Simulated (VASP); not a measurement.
Write the native input for VASP 6.6.1 that does the following.

* Task: single point
* Functional: PBE
* Potentials or basis: VASP PAW PBE potentials, release 64 (Cd, Te)
* Cutoff: 520 eV
* k mesh: 6 × 6 × 4
* Occupations: methfessel-paxton, width 0.2 eV
* Spin: no spin polarisation
* Dipole correction: no
* Further INCAR settings: ALGO = Normal; EDIFF = 1e-06; NBANDS = 26

The structure of CdTe lies in POSCAR:

```
CdTe
1.0
    4.3149846324      0.0000000000      0.0000000000
   -2.1574923162      3.7368863086      0.0000000000
    0.0000000000      0.0000000000      7.0705358683
Cd Te
2 2
Direct
    0.0000000000      0.0000000000      0.0000000000
    0.0000000000      0.0000000000      0.5000000000
    0.3333333333      0.6666666667      0.2500000000
    0.6666666667      0.3333333333      0.7500000000
```

One way to write it, as run:

INCAR

```
PREC = Accurate
ENCUT = 520
EDIFF = 1E-6
ISMEAR = 1
SIGMA = 0.2
LREAL = False
LASPH = True
NELM = 100
ALGO = Normal
ISIF = 2
LWAVE = False
LCHARG = False
GGA = PE
NBANDS = 26
```

KPOINTS

```
regular mesh
0
Gamma
  6 6 4
```

Potentials or basis: VASP PAW PBE potentials, release 64 (Cd, Te).

Command:

```sh
$ cat potpaw_PBE.64/Cd/POTCAR potpaw_PBE.64/Te/POTCAR > POTCAR
$ mpirun -np 1 vasp_std > vasp.out
```

Results of the run:

- Pressure: 1.2 GPa
- Band gap on the k mesh: zero (bands 18 and 19 overlap by 0.96 eV)

Caveat: spin-orbit coupling is left out, which moves the levels of the heavy elements.

It took 25 s on 1 thread of Intel(R) Xeon(R) 6975P-C (Granite Rapids) (shared host), peak memory 0.25 GiB.
